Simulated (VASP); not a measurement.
# CaO (Fm-3m) in VASP: single point with PBE

Aim: the single point of CaO with PBE.

Program: VASP 6.6.1. These are calculated values, not measurements. Logs are shortened: lines on timing, memory, paths and dates and some standing lists are left out, and cuts for length are marked.

## 1. The cell of the first run

It takes space group Fm-3m (No. 225, cubic). The conventional cell has a = 4.831 Å, b = 4.831 Å, c = 4.831 Å, α = 90.00°, β = 90.00°, γ = 90.00°. Ca (site symmetry m-3m) has 6 O at 2.42 Å within 3.2 Å. Within 3.2 Å of O (site symmetry m-3m) lie 6 Ca at 2.42 Å.

## 2. Single point, PBE

INCAR reads:

```
SYSTEM = CaO
PREC     = Accurate       ! precision mode
ENCUT    = 520            ! plane-wave cutoff, eV
EDIFF    = 1E-7           ! SCF threshold, eV
ISMEAR   = 0              ! smearing method
SIGMA    = 0.02           ! smearing width, eV
LREAL    = .False.        ! projectors in reciprocal space
LASPH    = .True.         ! aspherical terms in the spheres
NELM     = 80             ! most SCF steps
ALGO     = Normal         ! electronic algorithm
ISIF     = 2              ! what is computed and relaxed
LWAVE    = .False.        ! write WAVECAR
LCHARG   = .True.         ! write CHGCAR
GGA      = PE             ! functional
LELF     = .True.         ! ELF
LVHAR    = .True.       
NBANDS   = 15             ! bands
```

KPOINTS reads:

```
Automatic mesh
0
Gamma
  8 8 8
  0 0 0
```

POSCAR reads:

```
CaO
1.0
    0.0000000000      2.4153910056      2.4153910056
    2.4153910056      0.0000000000      2.4153910056
    2.4153910056      2.4153910056      0.0000000000
Ca O
1 1
Direct
    0.0000000000      0.0000000000      0.0000000000
    0.5000000000      0.5000000000      0.5000000000
```

Potentials or basis: VASP PAW PBE potentials, release 64 (Ca_sv, O).

Run with:

```bash
$ cat potpaw_PBE.64/Ca_sv/POTCAR potpaw_PBE.64/O/POTCAR > POTCAR
$ mpirun -np 1 vasp_std > vasp.out
```

OUTCAR:

```text
SYSTEM = CaO
   PREC = Accurate
   ENCUT = 520
   EDIFF = 1E-7
   ISMEAR = 0
   LREAL = .False.
   LASPH = .True.
   NELM = 80
   ISIF = 2
   GGA = PE

 ion  position               nearest neighbor table
   1  0.000  0.000  0.000-   2 2.42   2 2.42   2 2.42   2 2.42   2 2.42   2 2.42
   2  0.500  0.500  0.500-   1 2.42   1 2.42   1 2.42   1 2.42   1 2.42   1 2.42

  LATTYP: Found a face centered cubic cell.
 ALAT       =     4.8307820112

  Lattice vectors:

 A1 = (   0.0000000000,   2.4153910056,   2.4153910056)
 A2 = (   2.4153910056,   0.0000000000,   2.4153910056)
 A3 = (   2.4153910056,   2.4153910056,   0.0000000000)

Analysis of symmetry for initial positions (statically):
=====================================================================
 Subroutine PRICEL returns:
 Original cell was already a primitive cell.

 Routine SETGRP: Setting up the symmetry group for a
 face centered cubic supercell.

 Subroutine GETGRP returns: Found 48 space group operations
 (whereof 48 operations were pure point group operations)
 out of a pool of 48 trial point group operations.

The static configuration has the point symmetry O_h .

Analysis of symmetry for dynamics (positions and initial velocities):
=====================================================================
 Subroutine PRICEL returns:
 Original cell was already a primitive cell.

 Routine SETGRP: Setting up the symmetry group for a
 face centered cubic supercell.

 Subroutine GETGRP returns: Found 48 space group operations
 (whereof 48 operations were pure point group operations)
 out of a pool of 48 trial point group operations.

The dynamic configuration has the point symmetry O_h .

 Subroutine INISYM returns: Found 48 space group operations
 (whereof 48 operations are pure point group operations),
 and found     1 'primitive' translations

----------------------------------------------------------------------------------------

                                     Primitive cell

  volume of cell :      28.1833

  direct lattice vectors                    reciprocal lattice vectors
     0.000000000  2.415391006  2.415391006    -0.207005822  0.207005822  0.207005822
     2.415391006  0.000000000  2.415391006     0.207005822 -0.207005822  0.207005822
     2.415391006  2.415391006  0.000000000     0.207005822  0.207005822 -0.207005822

  length of vectors
     3.415878719  3.415878719  3.415878719     0.358544601  0.358544601  0.358544601

  position of ions in fractional coordinates (direct lattice)
     0.000000000  0.000000000  0.000000000
     0.500000000  0.500000000  0.500000000

  ion indices of the primitive-cell ions
   primitive index   ion index
                 1           1
                 2           2

----------------------------------------------------------------------------------------

 KPOINTS: Automatic mesh

Automatic generation of k-mesh.
 Grid dimensions read from file:
 generate k-points for:    8    8    8

 Generating k-lattice:

  Cartesian coordinates                     Fractional coordinates (reciprocal lattice)
    -0.025875728  0.025875728  0.025875728     0.125000000  0.000000000  0.000000000
     0.025875728 -0.025875728  0.025875728     0.000000000  0.125000000  0.000000000
     0.025875728  0.025875728 -0.025875728     0.000000000  0.000000000  0.125000000

  Length of vectors
     0.044818075  0.044818075  0.044818075

  Shift w.r.t. Gamma in fractional coordinates (k-lattice)
     0.000000000  0.000000000  0.000000000

 Subroutine IBZKPT returns following result:
 ===========================================

 Found     29 irreducible k-points:

 Following reciprocal coordinates:
            Coordinates               Weight
  0.000000  0.000000  0.000000      1.000000
  0.125000  0.000000  0.000000      8.000000
  0.250000  0.000000  0.000000      8.000000
  0.375000  0.000000  0.000000      8.000000
  0.500000  0.000000  0.000000      4.000000
  0.125000  0.125000  0.000000      6.000000
[... 16 lines left out ...]
  0.500000  0.250000  0.125000     48.000000
 -0.375000  0.250000  0.125000     24.000000
 [... further k-points ...]
   k-points           NKPTS =     29   k-points in BZ     NKDIM =     29   number of bands    NBANDS=     15
   number of dos      NEDOS =    301   number of ions     NIONS =      2
   total plane-waves  NPLWV =  21952
   dimension x,y,z NGX =    28 NGY =   28 NGZ =   28
   dimension x,y,z NGXF=    56 NGYF=   56 NGZF=   56
   ions per type =               1   1
   NGX,Y,Z   is equivalent  to a cutoff of  13.63, 13.63, 13.63 a.u.
   NGXF,Y,Z  is equivalent  to a cutoff of  27.25, 27.25, 27.25 a.u.
 SYSTEM =  CaO
   PREC   = accura    normal or accurate (medium, high low for compatibility)
   ISTART =      0    job   : 0-new  1-cont  2-samecut
   ICHARG =      2    charge: 1-file 2-atom 10-const
   ISPIN  =      1    spin polarized calculation?
   LNONCOLLINEAR =      F non collinear calculations
   LSORBIT =      F    spin-orbit coupling
   LASPH  =      T    aspherical Exc in radial PAW
   ENCUT  =  520.0 eV  38.22 Ry    6.18 a.u.   6.35  6.35  6.35*2*pi/ulx,y,z
   NELM   =     80;   NELMIN=  2; NELMDL= -5     # of ELM steps
   EDIFF  = 0.1E-06   stopping-criterion for ELM
   LREAL  =      F    real-space projection
   EDIFFG = 0.1E-05   stopping-criterion for IOM
   NSW    =      0    number of steps for IOM
   IBRION =     -1    ionic relax: 0-MD 1-quasi-New 2-CG
   NFREE  =      0    steps in history (QN), initial steepest desc. (CG)
   ISIF   =      2    stress and relaxation
   ISYM   =      2    0-nonsym 1-usesym 2-fastsym
   POTIM  = 0.5000    time-step for ionic-motion
   TEBEG  =    0.0;   TEEND  =   0.0 temperature during run
   PSTRESS=    0.0 pullay stress
   NELECT =      16.0000    total number of electrons
   NUPDOWN=      -1.0000    fix difference up-down
   EMIN   =  10.00;   EMAX   =-10.00  energy-range for DOS
   EFERMI =   0.00;   METHOD = LEGACY
   ISMEAR =     0;   SIGMA  =   0.02  broadening in eV -4-tet -1-fermi 0-gaus
   EFERMI_NEDOS =   21; number of points for ismear=-14 and -15
   IALGO  =     38    algorithm
   IMIX   =      4    mixing-type and parameters
     AMIX     =   0.40;   BMIX     =  1.00
     AMIX_MAG =   1.60;   BMIX_MAG =  1.00
  volume/ion in A,a.u.               =      14.09        95.10
  Fermi-wavevector in a.u.,A,eV,Ry     =   1.355556  2.561629 25.001132  1.837531
  Thomas-Fermi vector in A             =   2.482633
   LORBIT       =      0    0 simple, 1 ext, 2 COOP (PROOUT), +10 PAW based schemes
   GGA     = PE    functional components
   LHFCALC =     F    Hartree Fock is set to
   AEXX    =    0.0000 exact exchange contribution
   IVDW    =     0    specifies the selected vdW correction
   LEPSILON=     F    determine dielectric tensor
   LRPA    =     F    only Hartree local field effects (RPA)
 non-spin polarized calculation
 Gauss-broadening in eV      SIGMA  =   0.02
  energy-cutoff  :      520.00
  volume of cell :       28.18
 maximum number of plane-waves:       775
 NGX is ok and might be reduce to    28
   NGX = 13   NGY = 13   NGZ = 13

 number of electron      15.9999999 magnetization

 Free energy of the ion-electron system (eV)
  ---------------------------------------------------
  ext. energy  EPLUGINS =         0.00000000
  ---------------------------------------------------
  free energy    TOTEN  =       -12.80531425 eV

  energy without entropy =      -12.80531425  energy(sigma->0) =      -12.80531425

 E-fermi :   2.5199     XC(G=0): -10.4018

 val. band max:        2.2639939064   @ k =   0.0000   0.0000   0.0000
 cond. band min:       5.9037528965   @ k =   0.5000   0.5000   0.0000
 fundamental gap:      3.6397589901
 Fermi energy:         2.5199385235

 k-point     1 :       0.0000    0.0000    0.0000
  band No.  band energies     occupation
      1     -35.4347      2.00000
      2     -16.2093      2.00000
      3     -16.2093      2.00000
      4     -16.2093      2.00000
      5     -13.2389      2.00000
      6       2.2640      2.00000
      7       2.2640      2.00000
      8       2.2640      2.00000
      9       6.8552      0.00000
     10       8.4523      0.00000
     11       8.4523      0.00000
     12       8.4523      0.00000
     13       9.9297      0.00000
     14       9.9297      0.00000
     15      17.2408      0.00000

 k-point     2 :       0.1250    0.0000    0.0000
  band No.  band energies     occupation
      1     -35.4208      2.00000
      2     -16.4049      2.00000
      3     -16.2170      2.00000
      4     -16.2170      2.00000
      5     -13.0322      2.00000
      6       1.7342      2.00000
      7       2.0591      2.00000
      8       2.0591      2.00000
      9       7.5362      0.00000
     10       8.4118      0.00000
     11       8.7114      0.00000
     12       8.7114      0.00000
     13      10.2878      0.00000
     14      10.2878      0.00000
     15      17.7996      0.00000

 k-point     3 :       0.2500    0.0000    0.0000
  band No.  band energies     occupation
      1     -35.3869      2.00000
      2     -16.8016      2.00000
      3     -16.2354      2.00000
      4     -16.2354      2.00000
      5     -12.6067      2.00000
      6       0.7475      2.00000
      7       1.6196      2.00000
      8       1.6196      2.00000
      9       8.4713      0.00000
     10       8.9902      0.00000
     11       9.3907      0.00000
     12       9.3907      0.00000
     13      11.1508      0.00000
     14      11.1508      0.00000
     15      18.0448      0.00000
[... 343 lines left out ...]
 k-point    23 :       0.5000    0.2500    0.1250
  band No.  band energies     occupation
      1     -35.3351      2.00000
      2     -16.9844      2.00000
      3     -16.4217      2.00000
      4     -16.3048      2.00000
      5     -12.4212      2.00000
      6       0.2888      2.00000
      7       1.2161      2.00000
      8       1.4320      2.00000
      9       8.1039      0.00000
     10       9.6674      0.00000
     11      10.6465      0.00000
     12      10.7287      0.00000
     13      12.0653      0.00000
     14      13.2272      0.00000
     15      16.8544      0.00000

 k-point    24 :      -0.3750    0.2500    0.1250
  band No.  band energies     occupation
      1     -35.3238      2.00000
      2     -17.0433      2.00000
      3     -16.4362      2.00000
      4     -16.3286      2.00000
      5     -12.3671      2.00000
      6       0.2371      2.00000
      7       1.1508      2.00000
      8       1.2292      2.00000
      9       8.9530      0.00000
     10       9.0321      0.00000
     11      10.9318      0.00000
     12      11.0880      0.00000
     13      12.3510      0.00000
     14      14.0352      0.00000
     15      15.8974      0.00000

 [... further k-points ...]
[... 5 lines left out ...]
  --------------------------------------------------------------------------------------
  -------------------------------------------------------------------------------------
  Total        0.0985068      0.0985068      0.0985068      0.0000000      0.0000000     -0.0000000
  in kB        5.5999553      5.5999553      5.5999553      0.0000000      0.0000000     -0.0000000
  external PRESSURE =       5.5999553 kB  Pullay stress =       0.0000000 kB

 VOLUME and BASIS-vectors are now :
 -----------------------------------------------------------------------------
  energy-cutoff  :      520.00
  volume of cell :       28.18
      direct lattice vectors                 reciprocal lattice vectors
     0.000000000  2.415391006  2.415391006    -0.207005822  0.207005822  0.207005822
     2.415391006  0.000000000  2.415391006     0.207005822 -0.207005822  0.207005822
     2.415391006  2.415391006  0.000000000     0.207005822  0.207005822 -0.207005822

 POSITION                                       TOTAL-FORCE (eV/Angst)
 -----------------------------------------------------------------------------------
      0.00000      0.00000      0.00000         0.000000     -0.000000     -0.000000
      2.41539      2.41539      2.41539         0.000000      0.000000      0.000000
 -----------------------------------------------------------------------------------
    total drift:                                0.000000      0.000000      0.000000

  FREE ENERGIE OF THE ION-ELECTRON SYSTEM (eV)
  ---------------------------------------------------
  free  energy   TOTEN  =       -12.8053142507 eV

  energy  without entropy=      -12.8053142507  energy(sigma->0) =      -12.80531425
```

It took 23 s on 1 thread of AMD EPYC 7R13, shared host; peak memory 0.13 GiB.

Results:

```yaml
Free_energy: -12.8053 eV
Pressure: 0.6 GPa
Band_gap_on_the_k_mesh: 3.64 eV (least direct gap 4.02 eV)
```

Levels at points of the mesh, in eV from the valence-band top:
```tsv
k point	band 6	band 7	band 8	band 9	band 10	band 11
(0.00, 0.00, 0.00)	0.00	0.00	0.00	4.59	6.19	6.19
(0.50, 0.00, 0.00)	-2.60	-1.17	-1.17	6.98	8.27	8.27
(0.50, 0.50, 0.00)	-1.31	-0.38	-0.38	3.64	7.93	8.81
```
